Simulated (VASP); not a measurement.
CdTe: single point with PBE

Crystal: CdTe.

```
CELL_PARAMETERS angstrom
0.00000 3.30082 3.30082
3.30082 0.00000 3.30082
3.30082 3.30082 0.00000
ATOMIC_POSITIONS crystal
Cd 0.00000 0.00000 0.00000
Te 0.75000 0.75000 0.75000
```

This cell differs from its parent crystal: Hg replaced by Cd, lengths x 1.027, strained.

```
Program                : VASP 6.6.1
Task                   : single point
Functional             : PBE
Potentials or basis    : VASP PAW PBE potentials, release 64 (Cd, Te)
Cutoff                 : 520 eV
k mesh                 : 8 × 8 × 8
Occupations            : gaussian, width 0.02 eV
Spin                   : no spin polarisation
Dipole correction      : no
Further INCAR settings : ALGO = Normal; EDIFF = 1e-06; NBANDS = 16
```

```
Pressure               : 0.4 GPa
Band gap on the k mesh : 0.61 eV, direct
```

Levels at points of the mesh, in eV from the valence-band top:
```csv
k point,band 7,band 8,band 9,band 10,band 11,band 12
"(0.00, 0.00, 0.00)",0.00,0.00,0.00,0.61,4.64,4.64
"(0.50, 0.00, 0.00)",-4.12,-0.70,-0.70,1.76,5.21,5.21
"(0.50, 0.50, 0.00)",-4.05,-1.68,-1.68,2.67,2.73,8.55
```

Run time: 42 s on 1 thread of AMD EPYC 7R43 64-Core Processor (Zen 3), on a shared host, peak memory 0.18 GiB.

Caveat: the cell differs from its parent crystal (Hg replaced by Cd, lengths x 1.027, strained); spin-orbit coupling is left out, which moves the levels of the heavy elements.
